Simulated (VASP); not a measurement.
Wanted: the native input for a VASP 6.6.1 run.

```yaml
Task: single point
Functional: LDA
Potentials_or_basis: VASP PAW LDA potentials, release 64 (Hf_pv, Zn)
Cutoff: 520 eV
k_mesh: 14 × 14 × 14
Occupations: gaussian, width 0.15 eV
Spin: no spin polarisation
Dipole_correction: no
Further_INCAR_settings: ALGO = Fast; EDIFF = 1e-06; NBANDS = 18
```

The structure of HfZn lies in POSCAR:

```
HfZn
1.0
    3.2751048400      0.0000000000      0.0000000000
    0.0000000000      3.2751048400      0.0000000000
    0.0000000000      0.0000000000      3.2751048400
Hf Zn
1 1
Direct
    0.5305333737      0.5000000000      0.5000000000
    0.0000000000      0.0000000000      0.0000000000
```

This cell differs from its parent crystal: all Hf atoms moved -0.100 Å, as atom 1 towards its neighbour atom 1 (Hf) at 3.275 Å.

These files were run (other wordings do the same):

INCAR

```
SYSTEM = HfZn
PREC = Accurate
ENCUT = 520
EDIFF = 1E-6
ISMEAR = 0
SIGMA = 0.15
LREAL = .False.
LASPH = .True.
NELM = 80
ALGO = Fast
ISIF = 2
LWAVE = .False.
LCHARG = .False.
NBANDS = 18
```

KPOINTS

```
Automatic mesh
0
Gamma
  14 14 14
  0 0 0
```

Potentials or basis: VASP PAW LDA potentials, release 64 (Hf_pv, Zn).

Launch:

```console
$ cat potpaw_LDA.64/Hf_pv/POTCAR potpaw_LDA.64/Zn/POTCAR > POTCAR
$ mpirun -np 1 vasp_std > vasp.out
```

Results of the run:

* Pressure: -5.7 GPa
* Largest force: 0.420 eV/Å
* Band gap on the k mesh: zero (bands 11 and 12 overlap by 0.71 eV)

Caveat: the cell differs from its parent crystal (all Hf atoms moved -0.100 Å, as atom 1 towards its neighbour atom 1 (Hf) at 3.275 Å); the cell stands under tension; spin-orbit coupling is left out, which moves the levels of the heavy elements.

It took 2.3 min on 1 thread of Intel Xeon 8259CL (shared host), peak memory 0.28 GiB.
